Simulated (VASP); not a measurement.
# TePb (NiAs type) (P6_3/mmc) in VASP: a series of runs

The runs below take TePb (NiAs type) through single point, with PBE.

Everything below comes from runs of VASP 6.6.1. Logs are shortened: lines on timing, memory, paths and dates and some standing lists are left out, and cuts for length are marked.

## 1. The cell of the first run

The structure is hexagonal, space group P6_3/mmc (No. 194). The conventional cell has a = 3.159 Å, b = 3.159 Å, c = 10.289 Å, α = 90.00°, β = 90.00°, γ = 120.00°. Pb (site symmetry -3m) has 6 Te at 3.15 Å and 6 Pb at 3.16 Å within 4.1 Å. Te (site symmetry -6m2) has 6 Pb at 3.15 Å and 6 Te at 3.16 Å within 4.1 Å.

## 2. Single point, PBE

The input, INCAR:

```
SYSTEM = TePb
PREC     = Accurate       ! precision mode
ENCUT    = 520            ! plane-wave cutoff, eV
EDIFF    = 1E-6           ! SCF threshold, eV
ISMEAR   = -1             ! smearing method
SIGMA    = 0.1            ! smearing width, eV
LREAL    = .FALSE.        ! projectors in reciprocal space
LASPH    = .TRUE.         ! aspherical terms in the spheres
NELM     = 100            ! most SCF steps
ALGO     = Normal         ! electronic algorithm
ISIF     = 2              ! what is computed and relaxed
LWAVE    = .FALSE.        ! write WAVECAR
LCHARG   = .FALSE.        ! write CHGCAR
GGA      = PE             ! functional
NBANDS   = 28             ! bands
```

The input, KPOINTS:

```
Automatic mesh
0
G
  9 9 5
  0 0 0
```

The input, POSCAR:

```
TePb
1.0
    3.1592764098      0.0000000000      0.0000000000
   -1.5796382049      2.7360136285      0.0000000000
    0.0000000000      0.0000000000     10.2886318412
Pb Te
2 2
Direct
    0.0000000000      0.0000000000      0.0000000000
    0.0000000000      0.0000000000      0.5000000000
    0.3333333333      0.6666666667      0.2500000000
    0.6666666667      0.3333333333      0.7500000000
```

Potentials or basis: VASP PAW PBE potentials, release 64 (Pb_d, Te).

Run with:

```
$ cat potpaw_PBE.64/Pb_d/POTCAR potpaw_PBE.64/Te/POTCAR > POTCAR
$ mpirun -np 1 vasp_std > vasp.out
```

OUTCAR:

```text
SYSTEM = TePb
   PREC = Accurate
   ENCUT = 520
   EDIFF = 1E-6
   ISMEAR = -1
   LREAL = .FALSE.
   LASPH = .TRUE.
   NELM = 100
   ISIF = 2
   GGA = PE

 ion  position               nearest neighbor table
   1  0.000  0.000  0.000-   3 3.15   4 3.15   4 3.15   3 3.15   4 3.15   3 3.15
   2  0.000  0.000  0.500-   3 3.15   4 3.15   4 3.15   3 3.15   4 3.15   3 3.15
   3  0.333  0.667  0.250-   1 3.15   2 3.15   1 3.15   2 3.15   1 3.15   2 3.15
   4  0.667  0.333  0.750-   1 3.15   2 3.15   1 3.15   2 3.15   1 3.15   2 3.15

  LATTYP: Found a hexagonal cell.
 ALAT       =     3.1592764098
 C/A-ratio  =     3.2566418719

  Lattice vectors:

 A1 = (   3.1592764098,   0.0000000000,   0.0000000000)
 A2 = (  -1.5796382049,   2.7360136285,   0.0000000000)
 A3 = (   0.0000000000,   0.0000000000,  10.2886318412)

Analysis of symmetry for initial positions (statically):
=====================================================================
 Subroutine PRICEL returns:
 Original cell was already a primitive cell.

 Routine SETGRP: Setting up the symmetry group for a
 hexagonal supercell.

 Subroutine GETGRP returns: Found 24 space group operations
 (whereof 12 operations were pure point group operations)
 out of a pool of 24 trial point group operations.

The static configuration has the point symmetry D_3d.
 The point group associated with its full space group is D_6h.

Analysis of symmetry for dynamics (positions and initial velocities):
=====================================================================
 Subroutine PRICEL returns:
 Original cell was already a primitive cell.

 Routine SETGRP: Setting up the symmetry group for a
 hexagonal supercell.

 Subroutine GETGRP returns: Found 24 space group operations
 (whereof 12 operations were pure point group operations)
 out of a pool of 24 trial point group operations.

The dynamic configuration has the point symmetry D_3d.
 The point group associated with its full space group is D_6h.

 Subroutine INISYM returns: Found 24 space group operations
 (whereof 12 operations are pure point group operations),
 and found     1 'primitive' translations

----------------------------------------------------------------------------------------

                                     Primitive cell

  volume of cell :      88.9331

  direct lattice vectors                    reciprocal lattice vectors
     3.159276410  0.000000000  0.000000000     0.316528176  0.182747628  0.000000000
    -1.579638205  2.736013628  0.000000000     0.000000000  0.365495255  0.000000000
[... 90 lines left out ...]
   LREAL  =      F    real-space projection
   EDIFFG = 0.1E-04   stopping-criterion for IOM
   NSW    =      0    number of steps for IOM
   IBRION =     -1    ionic relax: 0-MD 1-quasi-New 2-CG
   NFREE  =      0    steps in history (QN), initial steepest desc. (CG)
   ISIF   =      2    stress and relaxation
   ISYM   =      2    0-nonsym 1-usesym 2-fastsym
   POTIM  = 0.5000    time-step for ionic-motion
   TEBEG  =    0.0;   TEEND  =   0.0 temperature during run
   PSTRESS=    0.0 pullay stress
   NELECT =      40.0000    total number of electrons
   NUPDOWN=      -1.0000    fix difference up-down
   EMIN   =  10.00;   EMAX   =-10.00  energy-range for DOS
   EFERMI =   0.00;   METHOD = LEGACY
   ISMEAR =    -1;   SIGMA  =   0.10  broadening in eV -4-tet -1-fermi 0-gaus
   EFERMI_NEDOS =   21; number of points for ismear=-14 and -15
   IALGO  =     38    algorithm
   IMIX   =      4    mixing-type and parameters
     AMIX     =   0.40;   BMIX     =  1.00
     AMIX_MAG =   1.60;   BMIX_MAG =  1.00
  volume/ion in A,a.u.               =      22.23       150.04
  Fermi-wavevector in a.u.,A,eV,Ry     =   1.254316  2.370314 21.406166  1.573309
  Thomas-Fermi vector in A             =   2.388127
   LORBIT       =      0    0 simple, 1 ext, 2 COOP (PROOUT), +10 PAW based schemes
   GGA     = PE    functional components
   LHFCALC =     F    Hartree Fock is set to
   AEXX    =    0.0000 exact exchange contribution
   IVDW    =     0    specifies the selected vdW correction
   LEPSILON=     F    determine dielectric tensor
   LRPA    =     F    only Hartree local field effects (RPA)
 non-spin polarized calculation
  energy-cutoff  :      520.00
  volume of cell :       88.93
 maximum number of plane-waves:      2424
 NGX is ok and might be reduce to    24
   NGX = 11   NGY = 11   NGZ = 39

 number of electron      40.0000011 magnetization

 Free energy of the ion-electron system (eV)
  ---------------------------------------------------
  ext. energy  EPLUGINS =         0.00000000
  ---------------------------------------------------
  free energy    TOTEN  =       -10.74535639 eV

  energy without entropy =      -10.67775645  energy(sigma->0) =      -10.71155642

 E-fermi :  11.4156     XC(G=0): -11.4846

 val. band max:       11.4052137192   @ k =   0.2222   0.1111   0.2000
 cond. band min:      11.4415152382   @ k =   0.4444   0.0000   0.2000
 fundamental gap:      0.0363015189
 Fermi energy:        11.4155677090

 k-point     1 :       0.0000    0.0000    0.0000
  band No.  band energies     occupation
      1      -6.1642      2.00000
      2      -6.1183      2.00000
      3      -5.9750      2.00000
      4      -5.9750      2.00000
      5      -5.9739      2.00000
      6      -5.9739      2.00000
[... 733 lines left out ...]
     27      17.6123      0.00000
     28      17.6123      0.00000

 [... further k-points ...]

------------------------ aborting loop because EDIFF is reached ----------------------------------------

  FORCE on cell =-STRESS in cart. coord.  units (eV):
  Direction    XX          YY          ZZ          XY          YZ          ZX
  --------------------------------------------------------------------------------------
  -------------------------------------------------------------------------------------
  Total       17.1666281     17.1666281     17.1673590      0.0000000      0.0000000      0.0000000
  in kB      309.2659254    309.2659254    309.2790931      0.0000000      0.0000000      0.0000000
  external PRESSURE =     309.2703146 kB  Pullay stress =       0.0000000 kB

 VOLUME and BASIS-vectors are now :
 -----------------------------------------------------------------------------
  energy-cutoff  :      520.00
  volume of cell :       88.93
      direct lattice vectors                 reciprocal lattice vectors
     3.159276410  0.000000000  0.000000000     0.316528176  0.182747628  0.000000000
    -1.579638205  2.736013628  0.000000000     0.000000000  0.365495255  0.000000000
     0.000000000  0.000000000 10.288631841     0.000000000  0.000000000  0.097194653

 POSITION                                       TOTAL-FORCE (eV/Angst)
 -----------------------------------------------------------------------------------
      0.00000      0.00000      0.00000         0.000000      0.000000     -0.000000
      0.00000      0.00000      5.14432         0.000000      0.000000     -0.000000
     -0.00000      1.82401      2.57216         0.000000      0.000000      0.000000
      1.57964      0.91200      7.71647        -0.000000     -0.000000      0.000000
 -----------------------------------------------------------------------------------
    total drift:                               -0.000000      0.000000      0.000000

  FREE ENERGIE OF THE ION-ELECTRON SYSTEM (eV)
  ---------------------------------------------------
  free  energy   TOTEN  =       -10.7453563902 eV

  energy  without entropy=      -10.6777564524  energy(sigma->0) =      -10.71155642
```

stdout:

```text
POSCAR found type information on POSCAR PbTe
 POSCAR found :  2 types and       4 ions
 scaLAPACK will be used
 LDA part: xc-table for (Slater+PW92), standard interpolation
 POSCAR, INCAR and KPOINTS ok, starting setup
 FFT: planning ... GRIDC
 FFT: planning ... GRID_SOFT
 FFT: planning ... GRID
 WAVECAR not read
 entering main loop
```

It took 97 s on 1 thread of Intel Xeon 8259CL, shared host; peak memory 0.25 GiB.

What came out:

- Free energy: -10.7454 eV
- Pressure: 30.9 GPa
- Band gap on the k mesh: zero (bands 20 and 21 overlap by 5.30 eV)

Caveat: the cell stands under pressure; spin-orbit coupling is left out, which moves the levels of the heavy elements.

## 3. Single point, PBE

This run uses another cell than the first one, of 28.66 Å³/atom.

The input, INCAR:

```
SYSTEM = TePb
ALGO = Normal ; EDIFF = 1E-6
ENCUT = 520 ; GGA = PE
ISIF = 2 ; ISMEAR = -1
LASPH = .True. ; LCHARG = .False.
LREAL = .False. ; LWAVE = .False.
NBANDS = 28 ; NELM = 100
PREC = Accurate ; SIGMA = 0.1
```

The input, KPOINTS:

```
k-points
0
Gamma
  9 9 5
  0 0 0
```

The input, POSCAR:

```
TePb
1.0
    4.7847341949      0.0000000000      0.0000000000
   -2.3923670975      4.1437013632      0.0000000000
    0.0000000000      0.0000000000      5.7816527264
Pb Te
2 2
Direct
    0.3333333333      0.6666666667     -0.0620002138
    0.6666666667      0.3333333333      0.4379997862
    0.3333333333      0.6666666667      0.4380002138
    0.6666666667      0.3333333333      0.9380002138
```

Potentials or basis: VASP PAW PBE potentials, release 64 (Pb_d, Te).

Run with:

```
$ cat potpaw_PBE.64/Pb_d/POTCAR potpaw_PBE.64/Te/POTCAR > POTCAR
$ mpirun -np 1 vasp_std > vasp.out
```

It took 2.8 min on 1 thread of Intel Xeon 8259CL, shared host; peak memory 0.29 GiB.

The run converged. Its results:

```yaml
Free_energy: -10.6013 eV
Pressure: 30.9 GPa
Band_gap_on_the_k_mesh: 0.14 eV (least direct gap 0.85 eV)
```

Levels at points of the mesh, in eV from the valence-band top:
```
           k point  band 16  band 17  band 18  band 19  band 20  band 21  band 22  band 23  band 24  band 25
(0.00, 0.00, 0.00)    -4.71    -4.37    -2.67    -2.53    -2.53     0.21     0.21     2.86     2.86     3.19
```

Caveat: the cell stands under pressure; spin-orbit coupling is left out, which moves the levels of the heavy elements; an odd mesh through Γ misses points on the zone boundary, where band edges can lie.
